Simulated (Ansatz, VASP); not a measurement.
## Mg in VASP and in Ansatz

```
CELL_PARAMETERS angstrom
5.20520 0.00000 0.00000
-2.60260 4.50784 0.00000
0.00000 0.00000 3.15354
ATOMIC_POSITIONS crystal
Mg 0.00000 0.00000 0.00000
Mg 0.33333 0.66667 0.50000
Mg 0.66667 0.33333 0.50000
```

Alike in both runs: task single point; functional PBEsol; k mesh 8 × 8 × 12; occupations fermi-dirac, width 0.1 eV; no spin polarisation.

|  | VASP | Ansatz |
| --- | --- | --- |
| version | VASP 6.6.1 | Ansatz 0.2.0 |
| potentials or method | VASP PAW PBE potentials, release 64 (Mg), cutoff 520 eV | plane waves (420 eV) with PAW, scalar-relativistic |
| valence electrons in the cell | 6 | 30 |

Ansatz gave:

```
pressure (GPa)                                                : -2.3
traceless stress, the component that is largest in VASP (GPa) : 0.07
```

Q: Estimate VASP's values.

A: Pressure (GPa): -2.4; traceless stress, the component that is largest in VASP (GPa): 0.07.

VASP's potentials were made for PBE, not for PBEsol, and Ansatz warns of the same on its side. The functional is the same, so the differences come from potentials, cutoffs and numerics. VASP's potentials hold 6 valence electrons a cell and Ansatz's 30, so a difference there can come from the potentials and not from the codes.
